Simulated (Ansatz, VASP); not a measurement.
# Two plane-wave programs on BeS2

INCAR

```
PREC = Accurate
ENCUT = 520
EDIFF = 1E-6
ISMEAR = 0
SIGMA = 0.1
LREAL = False
LASPH = True
NELM = 60
ALGO = Normal
ISIF = 2
LWAVE = False
LCHARG = False
GGA = PE
NBANDS = 14
```

The input KPOINTS:

```
regular mesh
0
Gamma
  6 6 4
```

Contents of POSCAR:

```
BeS2
1.0
    2.9141956100      0.0000000000      0.0000000000
    0.0000000000      2.9141956100      0.0000000000
    0.0000000000      0.0000000000      6.0127170500
Be S
1 2
Direct
    0.0000000000      0.0000000000      0.0000000000
    0.5000000000      0.5000000000      0.2949999900
    0.5000000000      0.5000000000      0.7050000100
```

Input for Ansatz:

```yaml
crystal:
  lattice:
    - [2.91419561, 0.0, 0.0]
    - [0.0, 2.91419561, 0.0]
    - [0.0, 0.0, 6.01271705]
  atoms:
    - { symbol: Be, position: [0.0, 0.0, 0.0] }
    - { symbol: S, position: [0.5, 0.5, 0.29499999] }
    - { symbol: S, position: [0.5, 0.5, 0.70500001] }
basis:
  ecutwfc: 420
kpoints:
  mp_grid: { grid: [6, 6, 4] }
hamiltonian:
  xc: pbe
scf:
  occupations: { method: gaussian, width: 0.1 }
  lower_state_search: "off"
output:
  forces: true
  stress: true
  eigenvalues: true
```

Change from the starting cell: species swapped into the Ga2Cu type (P4/mmm, No. 123).

Alike in both runs: task single point; functional PBE; k mesh 6 × 6 × 4; occupations gaussian, width 0.1 eV; no spin polarisation.

|  | VASP | Ansatz |
| --- | --- | --- |
| version | VASP 6.6.1 | Ansatz 0.2.0 |
| potentials or method | VASP PAW PBE potentials, release 64 (Be, S), cutoff 520 eV | scalar-relativistic, plane waves, PAW |
| valence electrons in the cell | 14 | 14 |

Ansatz gave:

| Item | Value |
| --- | --- |
| gap on the k mesh at the Fermi level (eV) | none |
| pressure (GPa) | -7.2 |
| traceless stress, the component that is largest in VASP (GPa) | -4.14 |
| rms of the force components (eV/Å) | 1.028 |

Q: Which values does VASP return?

A: gap on the k mesh at the Fermi level (eV): none; pressure (GPa): -7.3; traceless stress, the component that is largest in VASP (GPa): -4.18; rms of the force components (eV/Å): 1.026.

Atom by atom the forces differ by 0.001 eV/Å (rms over components). A gap of «none» marks a metal or a gap that the smearing closes.
